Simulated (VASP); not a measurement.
# BN (lda) (P6_3mc) in VASP: notebook

Runs on BN (lda). Level: LDA. Tasks: single point.

Program: VASP 6.6.1. These are calculated values, not measurements. Logs are shortened: lines on timing, memory, paths and dates and some standing lists are left out, and cuts for length are marked.

## (1) The cell of the first run

Symmetry: P6_3mc, No. 186, hexagonal system. Conventional cell: a = 2.523 Å, b = 2.523 Å, c = 4.174 Å, α = 90.00°, β = 90.00°, γ = 120.00°. Within 2.1 Å of B (site symmetry 3m) lie 4 N at 1.55 to 1.56 Å. Within 2.1 Å of N (site symmetry 3m) lie 4 B at 1.55 to 1.56 Å.

## (2) Single point, LDA

The input, INCAR:

```
SYSTEM = BN
PREC = Accurate
ENCUT = 910
EDIFF = 1E-6
ISMEAR = 0
SIGMA = 0.01
LREAL = .False.
LASPH = .True.
NELM = 120
ALGO = Normal
ISIF = 2
LWAVE = .False.
LCHARG = .False.
NBANDS = 16
GGA_COMPAT = .False.
```

The input, KPOINTS:

```
regular mesh
0
Gamma
  9 9 6
  0 0 0
```

The input, POSCAR:

```
BN
1.0
    2.5226937191      0.0000000000      0.0000000000
   -1.2613468596      2.1847168467      0.0000000000
    0.0000000000      0.0000000000      4.1743273199
B N
2 2
Direct
    0.3333333333      0.6666666667     -0.0002034900
    0.6666666667      0.3333333333      0.4997965100
    0.3333333333      0.6666666667      0.3742034900
    0.6666666667      0.3333333333      0.8742034900
```

Potentials or basis: VASP PAW LDA potentials, release 64 (B_h, N_h).

The run is started by

```sh
cat potpaw_LDA.64/B_h/POTCAR potpaw_LDA.64/N_h/POTCAR > POTCAR
mpirun -np 1 vasp_std > vasp.out
```

OUTCAR:

```text
SYSTEM = BN
   PREC = Accurate
   ENCUT = 910
   EDIFF = 1E-6
   ISMEAR = 0
   LREAL = .False.
   LASPH = .True.
   NELM = 120
   ISIF = 2

 ion  position               nearest neighbor table
   1  0.333  0.667  1.000-
   2  0.667  0.333  0.500-
   3  0.333  0.667  0.374-
   4  0.667  0.333  0.874-

  LATTYP: Found a hexagonal cell.
 ALAT       =     2.5226937191
 C/A-ratio  =     1.6547103155

  Lattice vectors:

 A1 = (   2.5226937191,   0.0000000000,   0.0000000000)
 A2 = (  -1.2613468596,   2.1847168467,   0.0000000000)
 A3 = (   0.0000000000,   0.0000000000,   4.1743273199)

Analysis of symmetry for initial positions (statically):
=====================================================================
 Subroutine PRICEL returns:
 Original cell was already a primitive cell.

 Routine SETGRP: Setting up the symmetry group for a
 hexagonal supercell.

 Subroutine GETGRP returns: Found 12 space group operations
 (whereof  6 operations were pure point group operations)
 out of a pool of 24 trial point group operations.

The static configuration has the point symmetry C_3v.
 The point group associated with its full space group is C_6v.

Analysis of symmetry for dynamics (positions and initial velocities):
=====================================================================
 Subroutine PRICEL returns:
 Original cell was already a primitive cell.

 Routine SETGRP: Setting up the symmetry group for a
 hexagonal supercell.

 Subroutine GETGRP returns: Found 12 space group operations
 (whereof  6 operations were pure point group operations)
 out of a pool of 24 trial point group operations.

The dynamic configuration has the point symmetry C_3v.
 The point group associated with its full space group is C_6v.

 Subroutine INISYM returns: Found 12 space group operations
 (whereof  6 operations are pure point group operations),
 and found     1 'primitive' translations

----------------------------------------------------------------------------------------

                                     Primitive cell

  volume of cell :      23.0063

  direct lattice vectors                    reciprocal lattice vectors
     2.522693719  0.000000000  0.000000000     0.396401669  0.228862610  0.000000000
    -1.261346860  2.184716847  0.000000000     0.000000000  0.457725220  0.000000000
     0.000000000  0.000000000  4.174327320     0.000000000  0.000000000  0.239559556

  length of vectors
     2.522693719  2.522693719  4.174327320     0.457725220  0.457725220  0.239559556

  position of ions in fractional coordinates (direct lattice)
     0.333333333  0.666666667  0.999796510
     0.666666667  0.333333333  0.499796510
     0.333333333  0.666666667  0.374203490
     0.666666667  0.333333333  0.874203490

  ion indices of the primitive-cell ions
   primitive index   ion index
                 1           1
                 2           2
                 3           3
                 4           4

----------------------------------------------------------------------------------------

 KPOINTS: regular mesh

Automatic generation of k-mesh.
 Grid dimensions read from file:
 generate k-points for:    9    9    6

 Generating k-lattice:

  Cartesian coordinates                     Fractional coordinates (reciprocal lattice)
     0.044044630  0.025429179  0.000000000     0.111111111 -0.000000000  0.000000000
     0.000000000  0.050858358  0.000000000     0.000000000  0.111111111  0.000000000
     0.000000000  0.000000000  0.039926593     0.000000000  0.000000000  0.166666667

  Length of vectors
     0.050858358  0.050858358  0.039926593

  Shift w.r.t. Gamma in fractional coordinates (k-lattice)
     0.000000000  0.000000000  0.000000000

 Subroutine IBZKPT returns following result:
 ===========================================

 Found     48 irreducible k-points:

 Following reciprocal coordinates:
            Coordinates               Weight
  0.000000  0.000000  0.000000      1.000000
  0.111111  0.000000  0.000000      6.000000
  0.222222  0.000000  0.000000      6.000000
  0.333333  0.000000  0.000000      6.000000
  0.444444  0.000000  0.000000      6.000000
  0.111111  0.111111  0.000000      6.000000
[... 16 lines left out ...]
  0.333333  0.222222  0.166667     24.000000
  0.333333  0.333333  0.166667      4.000000
 [... further k-points ...]
   k-points           NKPTS =     48   k-points in BZ     NKDIM =     48   number of bands    NBANDS=     16
   number of dos      NEDOS =    301   number of ions     NIONS =      4
   total plane-waves  NPLWV =  32928
   dimension x,y,z NGX =    28 NGY =   28 NGZ =   42
   dimension x,y,z NGXF=    56 NGYF=   56 NGZF=   84
   ions per type =               2   2
   NGX,Y,Z   is equivalent  to a cutoff of  18.45, 18.45, 16.73 a.u.
   NGXF,Y,Z  is equivalent  to a cutoff of  36.90, 36.90, 33.45 a.u.
 SYSTEM =  BN
   PREC   = accura    normal or accurate (medium, high low for compatibility)
   ISTART =      0    job   : 0-new  1-cont  2-samecut
   ICHARG =      2    charge: 1-file 2-atom 10-const
   ISPIN  =      1    spin polarized calculation?
   LNONCOLLINEAR =      F non collinear calculations
   LSORBIT =      F    spin-orbit coupling
   LASPH  =      T    aspherical Exc in radial PAW
   ENCUT  =  910.0 eV  66.88 Ry    8.18 a.u.   6.20  6.20 10.27*2*pi/ulx,y,z
   NELM   =    120;   NELMIN=  2; NELMDL= -5     # of ELM steps
   EDIFF  = 0.1E-05   stopping-criterion for ELM
   LREAL  =      F    real-space projection
   EDIFFG = 0.1E-04   stopping-criterion for IOM
   NSW    =      0    number of steps for IOM
   IBRION =     -1    ionic relax: 0-MD 1-quasi-New 2-CG
   NFREE  =      0    steps in history (QN), initial steepest desc. (CG)
   ISIF   =      2    stress and relaxation
   ISYM   =      2    0-nonsym 1-usesym 2-fastsym
   POTIM  = 0.5000    time-step for ionic-motion
   TEBEG  =    0.0;   TEEND  =   0.0 temperature during run
   PSTRESS=    0.0 pullay stress
   NELECT =      16.0000    total number of electrons
   NUPDOWN=      -1.0000    fix difference up-down
   EMIN   =  10.00;   EMAX   =-10.00  energy-range for DOS
   EFERMI =   0.00;   METHOD = LEGACY
   ISMEAR =     0;   SIGMA  =   0.01  broadening in eV -4-tet -1-fermi 0-gaus
   EFERMI_NEDOS =   21; number of points for ismear=-14 and -15
   IALGO  =     38    algorithm
   IMIX   =      4    mixing-type and parameters
     AMIX     =   0.40;   BMIX     =  1.00
     AMIX_MAG =   1.60;   BMIX_MAG =  1.00
  volume/ion in A,a.u.               =       5.75        38.81
  Fermi-wavevector in a.u.,A,eV,Ry     =   1.450439  2.740932 28.623568  2.103773
  Thomas-Fermi vector in A             =   2.568051
   LORBIT       =      0    0 simple, 1 ext, 2 COOP (PROOUT), +10 PAW based schemes
   GGA     = CA    functional components
   LHFCALC =     F    Hartree Fock is set to
   AEXX    =    0.0000 exact exchange contribution
   IVDW    =     0    specifies the selected vdW correction
   LEPSILON=     F    determine dielectric tensor
   LRPA    =     F    only Hartree local field effects (RPA)
 non-spin polarized calculation
 Gauss-broadening in eV      SIGMA  =   0.01
  energy-cutoff  :      910.00
  volume of cell :       23.01
 maximum number of plane-waves:      1472
 NGX is ok and might be reduce to    28
   NGX = 13   NGY = 13   NGZ = 21

 number of electron      16.0000000 magnetization

 Free energy of the ion-electron system (eV)
  ---------------------------------------------------
  ext. energy  EPLUGINS =         0.00000000
  ---------------------------------------------------
  free energy    TOTEN  =       -38.76664922 eV

  energy without entropy =      -38.76664922  energy(sigma->0) =      -38.76664922

 E-fermi :   9.4514     XC(G=0): -13.3891

 val. band max:        9.3932960847   @ k =   0.0000   0.0000   0.0000
 cond. band min:      14.3004721247   @ k =   0.3333   0.3333   0.0000
 fundamental gap:      4.9071760400
 Fermi energy:         9.4514270021

 k-point     1 :       0.0000    0.0000    0.0000
  band No.  band energies     occupation
      1     -11.1685      2.00000
      2      -6.8278      2.00000
      3      -1.8161      2.00000
      4       7.2036      2.00000
      5       7.2036      2.00000
      6       9.0975      2.00000
[... 8 lines left out ...]
     15      21.3636      0.00000
     16      25.7025      0.00000

 k-point     2 :       0.1111    0.0000    0.0000
  band No.  band energies     occupation
      1     -10.8935      2.00000
      2      -6.6154      2.00000
      3      -1.5456      2.00000
      4       6.0191      2.00000
      5       6.7071      2.00000
      6       8.4178      2.00000
[... 8 lines left out ...]
     15      22.1437      0.00000
     16      25.2677      0.00000

 k-point     3 :       0.2222    0.0000    0.0000
  band No.  band energies     occupation
      1     -10.0832      2.00000
      2      -6.0340      2.00000
      3      -0.7538      2.00000
      4       3.4834      2.00000
      5       5.7044      2.00000
      6       6.2298      2.00000
[... 8 lines left out ...]
     15      23.9846      0.00000
     16      24.6992      0.00000

 k-point     4 :       0.3333    0.0000    0.0000
  band No.  band energies     occupation
      1      -8.8004      2.00000
      2      -5.3573      2.00000
      3       0.4284      2.00000
      4       1.0553      2.00000
      5       3.8185      2.00000
      6       4.8110      2.00000
[... 8 lines left out ...]
     15      25.4778      0.00000
     16      25.9629      0.00000
[... 324 lines left out ...]
 k-point    22 :       0.2222    0.2222    0.1667
  band No.  band energies     occupation
      1      -7.9296      2.00000
      2      -5.3621      2.00000
      3       0.7475      2.00000
      4       1.7763      2.00000
      5       2.5319      2.00000
      6       3.8057      2.00000
[... 8 lines left out ...]
     15      24.8337      0.00000
     16      25.8465      0.00000

 k-point    23 :       0.3333    0.2222    0.1667
  band No.  band energies     occupation
      1      -6.5540      2.00000
      2      -5.2341      2.00000
      3       0.0473      2.00000
      4       1.2066      2.00000
      5       2.2473      2.00000
      6       3.5693      2.00000
[... 8 lines left out ...]
     15      25.4783      0.00000
     16      26.1152      0.00000

 k-point    24 :       0.3333    0.3333    0.1667
  band No.  band energies     occupation
      1      -5.5867      2.00000
      2      -5.5867      2.00000
      3      -0.0141      2.00000
      4       1.4796      2.00000
      5       1.4796      2.00000
      6       3.3281      2.00000
[... 8 lines left out ...]
     15      25.7405      0.00000
     16      25.7405      0.00000

 [... further k-points ...]
[... 5 lines left out ...]
  --------------------------------------------------------------------------------------
  -------------------------------------------------------------------------------------
  Total        0.0987632      0.0987632      0.0974010     -0.0000000      0.0000000      0.0000000
  in kB        6.8779556      6.8779556      6.7830943     -0.0000000      0.0000000      0.0000000
  external PRESSURE =       6.8463352 kB  Pullay stress =       0.0000000 kB

 VOLUME and BASIS-vectors are now :
 -----------------------------------------------------------------------------
  energy-cutoff  :      910.00
  volume of cell :       23.01
      direct lattice vectors                 reciprocal lattice vectors
     2.522693719  0.000000000  0.000000000     0.396401669  0.228862610  0.000000000
    -1.261346860  2.184716847  0.000000000     0.000000000  0.457725220  0.000000000
     0.000000000  0.000000000  4.174327320     0.000000000  0.000000000  0.239559556

 POSITION                                       TOTAL-FORCE (eV/Angst)
 -----------------------------------------------------------------------------------
     -0.00000      1.45648      4.17348         0.000000     -0.000000      0.003237
      1.26135      0.72824      2.08631         0.000000     -0.000000      0.003237
     -0.00000      1.45648      1.56205        -0.000000      0.000000     -0.003237
      1.26135      0.72824      3.64921         0.000000     -0.000000     -0.003237
 -----------------------------------------------------------------------------------
    total drift:                               -0.000000      0.000000     -0.000870

  FREE ENERGIE OF THE ION-ELECTRON SYSTEM (eV)
  ---------------------------------------------------
  free  energy   TOTEN  =       -38.7666492159 eV

  energy  without entropy=      -38.7666492159  energy(sigma->0) =      -38.76664922
```

It used 53 s of CPU time on 1 thread of AMD EPYC 7R13 Processor (Zen 3) (shared host).

Results:

```yaml
Free_energy: -38.7666 eV
Pressure: 0.7 GPa
Largest_force: 0.003 eV/Å
Band_gap_on_the_k_mesh: 4.91 eV, indirect (least direct gap 8.28 eV)
```

Forces in eV/Å, atoms in the order of the input:
```
B    0.000  0.000  0.003
B    0.000  0.000  0.003
N    0.000  0.000 -0.003
N    0.000  0.000 -0.003
```

Caveat: the cutoff is under 1.25 times the usual one of these potentials, so pressure, stress and relaxed cells hold a basis-set (Pulay) error.

(Continued in part 2 of 2.)
